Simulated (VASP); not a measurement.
# Ta2C (P-3m1) in VASP: notebook

The runs below take Ta2C through single point, with r2SCAN.

Program: VASP 6.6.1. These are calculated values, not measurements. Logs are shortened: lines on timing, memory, paths and dates and some standing lists are left out, and cuts for length are marked.

## 1. The cell of the first run

It takes space group P-3m1 (No. 164, trigonal). Conventional cell: a = 3.012 Å, b = 3.012 Å, c = 4.796 Å, α = 90.00°, β = 90.00°, γ = 120.00°. Within 3.1 Å of Ta (site symmetry 3m) lie 3 C at 2.13 Å and 12 Ta at 2.90 to 3.02 Å. Within 2.8 Å of C (site symmetry -3m) lie 6 Ta at 2.13 Å.

## 2. Single point, r2SCAN (12.56 Å³/atom)

File POSCAR:

```
Ta2C
1.0
    3.0116800077      0.0000000000      0.0000000000
   -1.5058400038      2.6081913947      0.0000000000
    0.0000000000      0.0000000000      4.7964448936
Ta C
2 1
Direct
    0.3333333333      0.6666666667      0.2579084263
    0.6666666667      0.3333333333      0.7420915737
    0.0000000000      0.0000000000      0.0000000000
```

File INCAR.step1:

```
SYSTEM = Ta2C
ALGO     = Normal         ! electronic algorithm
EDIFF    = 1E-4           ! SCF threshold, eV
ENCUT    = 520            ! plane-wave cutoff, eV
GGA      = PE             ! functional
ISMEAR   = 0              ! smearing method
LASPH    = .True.         ! aspherical terms in the spheres
LCHARG   = .False.        ! write CHGCAR
LREAL    = .False.        ! projectors in reciprocal space
LWAVE    = .True.         ! write WAVECAR
NBANDS   = 20             ! bands
NELM     = 60             ! most SCF steps
PREC     = Accurate       ! precision mode
SIGMA    = 0.1            ! smearing width, eV
```

File INCAR.step2:

```
SYSTEM = Ta2C
ALGO     = Normal         ! electronic algorithm
EDIFF    = 1E-6           ! SCF threshold, eV
ENCUT    = 520            ! plane-wave cutoff, eV
ISIF     = 2              ! what is computed and relaxed
ISMEAR   = 0              ! smearing method
ISTART   = 1            
LASPH    = .True.         ! aspherical terms in the spheres
LCHARG   = .False.        ! write CHGCAR
LMIXTAU  = .True.       
LREAL    = .False.        ! projectors in reciprocal space
LWAVE    = .False.        ! write WAVECAR
METAGGA  = R2SCAN         ! meta-GGA
NBANDS   = 20             ! bands
NELM     = 60             ! most SCF steps
PREC     = Accurate       ! precision mode
SIGMA    = 0.1            ! smearing width, eV
```

File KPOINTS:

```
k-points
0
Gamma
  18 18 8
  0 0 0
```

Potentials or basis: VASP PAW PBE potentials, release 64 (Ta_pv, C).

The run is started by

```sh
> cat potpaw_PBE.64/Ta_pv/POTCAR potpaw_PBE.64/C/POTCAR > POTCAR
> cp INCAR.step1 INCAR
> mpirun -np 1 vasp_std > vasp.out
> cp INCAR.step2 INCAR
> mpirun -np 1 vasp_std > vasp.out
```

OUTCAR:

```text
SYSTEM = Ta2C
   EDIFF = 1E-6
   ENCUT = 520
   ISIF = 2
   ISMEAR = 0
   ISTART = 1
   LASPH = .True.
   LREAL = .False.
   METAGGA = R2SCAN
   NELM = 60
   PREC = Accurate

 ion  position               nearest neighbor table
   1  0.333  0.667  0.258-   3 2.13   3 2.13   3 2.13   2 2.90   2 2.90   2 2.90   2 3.02   2 3.02
                             2 3.02
   2  0.667  0.333  0.742-   3 2.13   3 2.13   3 2.13   1 2.90   1 2.90   1 2.90   1 3.02   1 3.02
                             1 3.02
   3  0.000  0.000  0.000-   1 2.13   2 2.13   1 2.13   2 2.13   2 2.13   1 2.13

  LATTYP: Found a hexagonal cell.
 ALAT       =     3.0116800077
 C/A-ratio  =     1.5926143818

  Lattice vectors:

 A1 = (   3.0116800077,   0.0000000000,   0.0000000000)
 A2 = (  -1.5058400038,   2.6081913947,   0.0000000000)
 A3 = (   0.0000000000,   0.0000000000,   4.7964448936)

Analysis of symmetry for initial positions (statically):
=====================================================================
 Subroutine PRICEL returns:
 Original cell was already a primitive cell.

 Routine SETGRP: Setting up the symmetry group for a
 hexagonal supercell.

 Subroutine GETGRP returns: Found 12 space group operations
 (whereof 12 operations were pure point group operations)
 out of a pool of 24 trial point group operations.

The static configuration has the point symmetry D_3d.

Analysis of symmetry for dynamics (positions and initial velocities):
=====================================================================
 Subroutine PRICEL returns:
 Original cell was already a primitive cell.

 Routine SETGRP: Setting up the symmetry group for a
 hexagonal supercell.

 Subroutine GETGRP returns: Found 12 space group operations
 (whereof 12 operations were pure point group operations)
 out of a pool of 24 trial point group operations.

The dynamic configuration has the point symmetry D_3d.

 Subroutine INISYM returns: Found 12 space group operations
 (whereof 12 operations are pure point group operations),
 and found     1 'primitive' translations

----------------------------------------------------------------------------------------

                                     Primitive cell

  volume of cell :      37.6763

  direct lattice vectors                    reciprocal lattice vectors
     3.011680008  0.000000000  0.000000000     0.332040588  0.191703723  0.000000000
    -1.505840004  2.608191395  0.000000000     0.000000000  0.383407445  0.000000000
     0.000000000  0.000000000  4.796444894     0.000000000  0.000000000  0.208487749

  length of vectors
     3.011680008  3.011680008  4.796444894     0.383407445  0.383407445  0.208487749

  position of ions in fractional coordinates (direct lattice)
     0.333333333  0.666666667  0.257908426
     0.666666667  0.333333333  0.742091574
     0.000000000  0.000000000  0.000000000

  ion indices of the primitive-cell ions
   primitive index   ion index
                 1           1
                 2           2
                 3           3

----------------------------------------------------------------------------------------

 KPOINTS: k-points

Automatic generation of k-mesh.
 Grid dimensions read from file:
 generate k-points for:   18   18    8

 Generating k-lattice:

  Cartesian coordinates                     Fractional coordinates (reciprocal lattice)
     0.018446699  0.010650207  0.000000000     0.055555556  0.000000000  0.000000000
     0.000000000  0.021300414  0.000000000     0.000000000  0.055555556  0.000000000
     0.000000000  0.000000000  0.026060969     0.000000000  0.000000000  0.125000000

  Length of vectors
     0.021300414  0.021300414  0.026060969

  Shift w.r.t. Gamma in fractional coordinates (k-lattice)
     0.000000000  0.000000000  0.000000000

 Subroutine IBZKPT returns following result:
 ===========================================

 Found    266 irreducible k-points:

 Following reciprocal coordinates:
            Coordinates               Weight
  0.000000  0.000000  0.000000      1.000000
  0.055556  0.000000  0.000000      6.000000
  0.111111  0.000000  0.000000      6.000000
  0.166667  0.000000  0.000000      6.000000
  0.222222  0.000000  0.000000      6.000000
  0.277778  0.000000  0.000000      6.000000
[... 16 lines left out ...]
  0.333333  0.111111  0.000000     12.000000
  0.388889  0.111111  0.000000     12.000000
 [... further k-points ...]
   k-points           NKPTS =    266   k-points in BZ     NKDIM =    266   number of bands    NBANDS=     20
   number of dos      NEDOS =    301   number of ions     NIONS =      3
   total plane-waves  NPLWV =  20736
   dimension x,y,z NGX =    24 NGY =   24 NGZ =   36
   dimension x,y,z NGXF=    48 NGYF=   48 NGZF=   72
   ions per type =               2   1
   NGX,Y,Z   is equivalent  to a cutoff of  13.25, 13.25, 12.48 a.u.
   NGXF,Y,Z  is equivalent  to a cutoff of  26.50, 26.50, 24.96 a.u.
 SYSTEM =  Ta2C
   PREC   = accura    normal or accurate (medium, high low for compatibility)
   ISTART =      1    job   : 0-new  1-cont  2-samecut
   ICHARG =      0    charge: 1-file 2-atom 10-const
   ISPIN  =      1    spin polarized calculation?
   LNONCOLLINEAR =      F non collinear calculations
   LSORBIT =      F    spin-orbit coupling
   LASPH  =      T    aspherical Exc in radial PAW
   ENCUT  =  520.0 eV  38.22 Ry    6.18 a.u.   5.60  5.60  8.92*2*pi/ulx,y,z
   NELM   =     60;   NELMIN=  2; NELMDL=  0     # of ELM steps
   EDIFF  = 0.1E-05   stopping-criterion for ELM
   LREAL  =      F    real-space projection
   EDIFFG = 0.1E-04   stopping-criterion for IOM
   NSW    =      0    number of steps for IOM
   IBRION =     -1    ionic relax: 0-MD 1-quasi-New 2-CG
   NFREE  =      0    steps in history (QN), initial steepest desc. (CG)
   ISIF   =      2    stress and relaxation
   ISYM   =      2    0-nonsym 1-usesym 2-fastsym
   POTIM  = 0.5000    time-step for ionic-motion
   TEBEG  =    0.0;   TEEND  =   0.0 temperature during run
   PSTRESS=    0.0 pullay stress
   NELECT =      26.0000    total number of electrons
   NUPDOWN=      -1.0000    fix difference up-down
   EMIN   =  10.00;   EMAX   =-10.00  energy-range for DOS
   EFERMI =   0.00;   METHOD = LEGACY
   ISMEAR =     0;   SIGMA  =   0.10  broadening in eV -4-tet -1-fermi 0-gaus
   EFERMI_NEDOS =   21; number of points for ismear=-14 and -15
   IALGO  =     38    algorithm
   IMIX   =      4    mixing-type and parameters
     AMIX     =   0.40;   BMIX     =  1.00
     AMIX_MAG =   1.60;   BMIX_MAG =  1.00
  volume/ion in A,a.u.               =      12.56        84.75
  Fermi-wavevector in a.u.,A,eV,Ry     =   1.446694  2.733855 28.475956  2.092924
  Thomas-Fermi vector in A             =   2.564734
   LORBIT       =      0    0 simple, 1 ext, 2 COOP (PROOUT), +10 PAW based schemes
   METAGGA = R2SCAN    functional components
   LHFCALC =     F    Hartree Fock is set to
   AEXX    =    0.0000 exact exchange contribution
   IVDW    =     0    specifies the selected vdW correction
   LEPSILON=     F    determine dielectric tensor
   LRPA    =     F    only Hartree local field effects (RPA)
 non-spin polarized calculation
 Gauss-broadening in eV      SIGMA  =   0.10
  energy-cutoff  :      520.00
  volume of cell :       37.68
 maximum number of plane-waves:      1041
 NGX is ok and might be reduce to    24
   NGX = 11   NGY = 11   NGZ = 17

 number of electron      26.0000000 magnetization

 Free energy of the ion-electron system (eV)
  ---------------------------------------------------
  ext. energy  EPLUGINS =         0.00000000
  ---------------------------------------------------
  free energy    TOTEN  =      -108.80820775 eV

  energy without entropy =     -108.80550604  energy(sigma->0) =     -108.80685689

 E-fermi :   7.3969     XC(G=0): -14.4238

 val. band max:        7.3889379822   @ k =   0.0000   0.0556   0.2500
 cond. band min:       7.4107041797   @ k =  -0.1111   0.3333   0.3750
 fundamental gap:      0.0217661975
 Fermi energy:         7.3969385929

 k-point     1 :       0.0000    0.0000    0.0000
  band No.  band energies     occupation
      1     -28.7746      2.00000
      2     -27.7637      2.00000
      3     -27.7637      2.00000
      4     -27.6070      2.00000
      5     -27.6070      2.00000
      6     -27.5169      2.00000
[... 12 lines left out ...]
     19      10.2951      0.00000
     20      15.8429      0.00000

 k-point     2 :       0.0556    0.0000    0.0000
  band No.  band energies     occupation
      1     -28.7623      2.00000
      2     -27.7916      2.00000
      3     -27.7732      2.00000
      4     -27.6341      2.00000
      5     -27.6092      2.00000
      6     -27.5203      2.00000
[... 12 lines left out ...]
     19      10.7703      0.00000
     20      15.9980      0.00000

 k-point     3 :       0.1111    0.0000    0.0000
  band No.  band energies     occupation
      1     -28.7262      2.00000
      2     -27.8711      2.00000
      3     -27.7999      2.00000
      4     -27.7111      2.00000
      5     -27.6165      2.00000
      6     -27.5319      2.00000
[... 12 lines left out ...]
     19      11.7533      0.00000
     20      16.1310      0.00000

 k-point     4 :       0.1667    0.0000    0.0000
  band No.  band energies     occupation
      1     -28.6685      2.00000
      2     -27.9911      2.00000
      3     -27.8388      2.00000
      4     -27.8256      2.00000
      5     -27.6293      2.00000
      6     -27.5534      2.00000
[... 12 lines left out ...]
     19      12.8532      0.00000
     20      15.9080      0.00000

 k-point     5 :       0.2222    0.0000    0.0000
  band No.  band energies     occupation
      1     -28.5930      2.00000
      2     -28.1364      2.00000
      3     -27.9606      2.00000
      4     -27.8842      2.00000
      5     -27.6469      2.00000
      6     -27.5858      2.00000
[... 12 lines left out ...]
     19      13.9249      0.00000
     20      15.5923      0.00000
[... 353 lines left out ...]
      6     -27.6432      2.00000
[... 12 lines left out ...]
     19      14.5942      0.00000
     20      15.4637      0.00000

 k-point    22 :       0.2778    0.1111    0.0000
  band No.  band energies     occupation
      1     -28.4245      2.00000
      2     -28.3774      2.00000
      3     -28.2551      2.00000
      4     -27.9860      2.00000
      5     -27.7487      2.00000
      6     -27.6961      2.00000
[... 12 lines left out ...]
     19      14.7631      0.00000
     20      15.0932      0.00000

 k-point    23 :       0.3333    0.1111    0.0000
  band No.  band energies     occupation
      1     -28.5271      2.00000
      2     -28.3309      2.00000
      3     -28.2820      2.00000
      4     -28.0405      2.00000
      5     -27.7702      2.00000
      6     -27.7539      2.00000
[... 12 lines left out ...]
     19      14.4880      0.00000
     20      14.7563      0.00000

 k-point    24 :       0.3889    0.1111    0.0000
  band No.  band energies     occupation
      1     -28.5956      2.00000
      2     -28.3699      2.00000
      3     -28.2126      2.00000
      4     -28.0762      2.00000
      5     -27.8063      2.00000
      6     -27.7840      2.00000
[... 12 lines left out ...]
     19      14.0443      0.00000
     20      14.4540      0.00000

 [... further k-points ...]

------------------------ aborting loop because EDIFF is reached ----------------------------------------

  FORCE on cell =-STRESS in cart. coord.  units (eV):
  Direction    XX          YY          ZZ          XY          YZ          ZX
  --------------------------------------------------------------------------------------
  -------------------------------------------------------------------------------------
  Total        7.6555820      7.6555820      7.6326847      0.0000000      0.0000000      0.0000000
  in kB      325.5525119    325.5525119    324.5788081      0.0000000      0.0000000      0.0000000
  external PRESSURE =     325.2279439 kB  Pullay stress =       0.0000000 kB

 VOLUME and BASIS-vectors are now :
 -----------------------------------------------------------------------------
  energy-cutoff  :      520.00
  volume of cell :       37.68
      direct lattice vectors                 reciprocal lattice vectors
     3.011680008  0.000000000  0.000000000     0.332040588  0.191703723  0.000000000
    -1.505840004  2.608191395  0.000000000     0.000000000  0.383407445  0.000000000
     0.000000000  0.000000000  4.796444894     0.000000000  0.000000000  0.208487749

 POSITION                                       TOTAL-FORCE (eV/Angst)
 -----------------------------------------------------------------------------------
     -0.00000      1.73879      1.23704         0.000000     -0.000000      0.060407
      1.50584      0.86940      3.55940        -0.000000      0.000000     -0.060407
      0.00000      0.00000      0.00000        -0.000000      0.000000     -0.000000
 -----------------------------------------------------------------------------------
    total drift:                                0.000000     -0.000000     -0.000000

  FREE ENERGIE OF THE ION-ELECTRON SYSTEM (eV)
  ---------------------------------------------------
  free  energy   TOTEN  =      -108.8082077468 eV

  energy  without entropy=     -108.8055060367  energy(sigma->0) =     -108.80685689
```

Wall time 9 min (1 thread of Intel Xeon Platinum 8259CL at 2.50GHz (Skylake/Cascade Lake), shared host); peak memory 0.3 GiB.

Results:

* Free energy: -108.8082 eV
* Pressure: 32.5 GPa
* Largest force: 0.060 eV/Å
* Band gap on the k mesh: zero (bands 13 and 14 overlap by 0.82 eV)

Forces in eV/Å, atoms in the order of the input:
```
Ta   0.000  0.000  0.060
Ta   0.000  0.000 -0.060
C    0.000  0.000  0.000
```

Stress tensor (GPa, compression positive):
```
32.56  0.00  0.00
 0.00 32.56  0.00
 0.00  0.00 32.46
```

Levels at points of the mesh, in eV from the Fermi level:
| k point | band 10 | band 11 | band 12 | band 13 | band 14 | band 15 | band 16 | band 17 |
| --- | --- | --- | --- | --- | --- | --- | --- | --- |
| (0.00, 0.00, 0.00) | -3.99 | -3.34 | -0.01 | 0.52 | 0.52 | 1.37 | 1.37 | 2.56 |
| (0.50, 0.00, 0.00) | -4.52 | -4.40 | -2.19 | -0.24 | 3.61 | 4.02 | 5.36 | 6.05 |
| (0.00, 0.00, 0.50) | -4.32 | -2.39 | -1.65 | -0.30 | -0.30 | 3.47 | 3.47 | 4.04 |
| (0.50, 0.00, 0.50) | -3.95 | -2.83 | -1.41 | -1.10 | 1.33 | 1.51 | 5.18 | 5.61 |

Caveat: the cell stands under pressure; the PAW data sets were made with another functional, which shifts forces and pressure a little; spin-orbit coupling is left out, which moves the levels of the heavy elements.

## 3. Single point, r2SCAN

This run uses another cell than the first one, of 13.77 Å³/atom.

File POSCAR:

```
Ta2C
1.0
    3.1059007354      0.0000000000      0.0000000000
   -1.5529503677      2.6897889385      0.0000000000
    0.0000000000      0.0000000000      4.9464000000
Ta C
2 1
Direct
    0.3333333333      0.6666666667      0.2536092513
    0.6666666667      0.3333333333      0.7463907487
    0.0000000000      0.0000000000      0.0000000000
```

File INCAR.step1:

```
PREC = Accurate ; ENCUT = 520
ISMEAR = 0 ; SIGMA = 0.1
LREAL = False ; LASPH = True
NELM = 100 ; NBANDS = 20
GGA = PE ; ALGO = Normal
EDIFF = 1E-4 ; LWAVE = True
LCHARG = False
```

File INCAR.step2:

```
PREC = Accurate ; ENCUT = 520
EDIFF = 1E-6 ; ISMEAR = 0
SIGMA = 0.1 ; LREAL = False
LASPH = True ; NELM = 100
ALGO = Normal ; ISIF = 2
LWAVE = False ; LCHARG = True
METAGGA = R2SCAN ; LMIXTAU = True
LELF = True ; LVHAR = True
NBANDS = 20 ; ISTART = 1
```

File KPOINTS:

```
Automatic mesh
0
Gamma
  18 18 8
```

Potentials or basis: VASP PAW PBE potentials, release 64 (Ta_pv, C).

The run is started by

```sh
> cat potpaw_PBE.64/Ta_pv/POTCAR potpaw_PBE.64/C/POTCAR > POTCAR
> cp INCAR.step1 INCAR
> mpirun -np 1 vasp_std > vasp.out
> cp INCAR.step2 INCAR
> mpirun -np 1 vasp_std > vasp.out
```

Run time: 12 min. Hardware: 1 thread of Intel Xeon Platinum 8259CL at 2.50GHz (Skylake/Cascade Lake), shared host; peak memory 0.32 GiB.

It converged, with:

* Free energy: -109.1658 eV
* Pressure: 1.4 GPa
* Largest force: 0.049 eV/Å
* Band gap on the k mesh: zero (bands 13 and 14 overlap by 0.74 eV)

Forces on the atoms (eV/Å):
```
Ta   0.000  0.000  0.049
Ta   0.000  0.000 -0.049
C    0.000  0.000  0.000
```

Stress tensor (GPa, compression positive):
```
1.71 0.00 0.00
0.00 1.71 0.00
0.00 0.00 0.75
```

Levels at points of the mesh, in eV from the Fermi level:
```
           k point  band 9  band 10  band 11  band 12  band 13  band 14  band 15  band 16  band 17  band 18
(0.00, 0.00, 0.00)   -3.84    -3.84    -3.52     0.00     0.51     0.51     1.18     1.18     2.45     2.45
(0.50, 0.00, 0.00)   -4.71    -4.28    -3.90    -2.13    -0.46     3.36     3.59     4.67     5.29     5.36
(0.00, 0.00, 0.50)   -4.11    -4.11    -2.00    -1.81    -0.23    -0.23     2.99     2.99     3.62     3.62
(0.50, 0.00, 0.50)   -4.97    -3.84    -2.65    -1.51    -1.22     1.45     1.49     4.50     4.96     5.13
```

Caveat: the PAW data sets were made with another functional, which shifts forces and pressure a little; spin-orbit coupling is left out, which moves the levels of the heavy elements.

## 4. Single point, r2SCAN

This run uses another cell than the first one, of 13.80 Å³/atom.

File POSCAR:

```
Ta2C
1.0
    3.1101644563      0.0000000000      0.0000000000
   -1.5550822281      2.6934814291      0.0000000000
    0.0000000000      0.0000000000      4.9422989465
Ta C
2 1
Direct
    0.3333333333      0.6666666667      0.2535635792
    0.6666666667      0.3333333333      0.7464364208
    0.0000000000      0.0000000000      0.0000000000
```

Edit INCAR.step1 of step 3 so:

```diff
@@ -3,3 +3,3 @@
 LREAL = False ; LASPH = True
-NELM = 100 ; NBANDS = 20
+NELM = 80 ; NBANDS = 20
 GGA = PE ; ALGO = Normal
```

Edit INCAR.step2 of step 3 so:

```diff
@@ -3,3 +3,3 @@
 SIGMA = 0.1 ; LREAL = False
-LASPH = True ; NELM = 100
+LASPH = True ; NELM = 80
 ALGO = Normal ; ISIF = 2
```

File KPOINTS:

```
Automatic mesh
0
Gamma
  12 12 7
```

The run is started by

```sh
> cat potpaw_PBE.64/Ta_pv/POTCAR potpaw_PBE.64/C/POTCAR > POTCAR
> cp INCAR.step1 INCAR
> mpirun -np 1 vasp_std > vasp.out
> cp INCAR.step2 INCAR
> mpirun -np 1 vasp_std > vasp.out
```

It took 5.2 min on 1 thread of AMD EPYC 9R45 (Zen 5), shared host; peak memory 0.19 GiB.

The run converged. Its results:

```
Free energy            : -109.1652 eV
Pressure               : 0.9 GPa
Largest force          : 0.005 eV/Å
Band gap on the k mesh : zero (bands 13 and 14 overlap by 0.72 eV)
```

Forces in eV/Å, atoms in the order of the input:
```
Ta   0.000  0.000 -0.005
Ta   0.000  0.000  0.005
C    0.000  0.000  0.000
```

Stress tensor (GPa, compression positive):
```
0.98 0.00 0.00
0.00 0.98 0.00
0.00 0.00 0.65
```

Levels at points of the mesh, in eV from the Fermi level:
```tsv
k point	band 11	band 12	band 13	band 14	band 15	band 16
(0.00, 0.00, 0.00)	-3.56	-0.03	0.47	0.47	1.12	1.12
(0.50, 0.00, 0.00)	-3.93	-2.18	-0.51	3.33	3.52	4.61
```

Caveat: the PAW data sets were made with another functional, which shifts forces and pressure a little; spin-orbit coupling is left out, which moves the levels of the heavy elements.

(Part 1 of 2 ends here.)
